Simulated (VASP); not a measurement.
W, 1 atom in the cell. It takes space group Fm-3m (No. 225, cubic). Conventional cell: a = 4.060 Å, b = 4.060 Å, c = 4.060 Å, α = 90.00°, β = 90.00°, γ = 90.00°. Within 3.8 Å of W (site symmetry m-3m) lie 12 W at 2.87 Å. 

- Program: VASP 6.6.1
- Task: single point
- Functional: PBEsol
- Potentials or basis: VASP PAW PBE potentials, release 64 (W_sv)
- Cutoff: 520 eV
- k mesh: 11 × 11 × 11
- Occupations: methfessel-paxton, width 0.15 eV
- Spin: no spin polarisation
- Dipole correction: no
- Further INCAR settings: ALGO = Normal; EDIFF = 1e-07; NBANDS = 13

Potentials or basis: VASP PAW PBE potentials, release 64 (W_sv).

The run is started by

```console
$ cat potpaw_PBE.64/W_sv/POTCAR > POTCAR
$ mpirun -np 1 vasp_std > vasp.out
```

Hardware: 1 thread of AMD EPYC 7R13 Processor (Zen 3) (shared host).

Problem. How long does it take, and how much memory?

Solution. Wall time 13 s on 1 thread of AMD EPYC 7R13 Processor (Zen 3), on a shared host, peak memory 0.11 GiB. Counts: scf iterations 12, k points 56.
